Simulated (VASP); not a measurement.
GaSb: single point with LDA

GaSb:

```
Ga Sb
1.0
    -2.56475    2.56475    1.60020
     2.56475   -2.56475    1.60020
     2.56475    2.56475   -1.60020
Ga Sb
1 1
Direct
  0.25000 0.75000 0.50000
  0.00000 0.00000 0.00000
```

| Property | Result |
| --- | --- |
| Program | VASP 6.6.1 |
| Task | single point |
| Functional | LDA |
| Potentials or basis | VASP PAW LDA potentials, release 64 (Ga_d, Sb) |
| Cutoff | 520 eV |
| k mesh | 16 × 16 × 16 |
| Occupations | gaussian, width 0.15 eV |
| Spin | no spin polarisation |

| Property | Result |
| --- | --- |
| Pressure | 5.6 GPa |
| Band gap on the k mesh | zero (bands 9 and 10 overlap by 5.82 eV) |

Stress tensor (GPa, compression positive):
```
7.81 0.00 0.00
0.00 7.81 0.00
0.00 0.00 1.17
```

Levels at points of the mesh, in eV from the Fermi level:
```tsv
k point	band 5	band 6	band 7	band 8	band 9	band 10	band 11	band 12	band 13	band 14
(0.00, 0.00, 0.00)	-15.16	-13.04	-1.89	-1.89	-1.76	3.56	4.69	6.99	7.90	7.90
(0.50, 0.00, 0.00)	-15.12	-9.10	-6.55	-2.36	-2.10	-1.24	2.14	3.78	5.92	9.06
(0.50, 0.50, 0.00)	-15.14	-11.06	-8.89	0.38	1.77	3.21	3.23	4.29	5.76	7.71
(0.50, 0.50, 0.50)	-15.14	-9.30	-6.11	-5.73	-5.73	2.41	3.73	12.18	12.18	13.12
```

It took 100 s on 1 thread of Intel(R) Xeon(R) Platinum 8488C (Sapphire Rapids) (shared host), peak memory 0.34 GiB.

Caveat: the cell stands under pressure; spin-orbit coupling is left out, which moves the levels of the heavy elements.
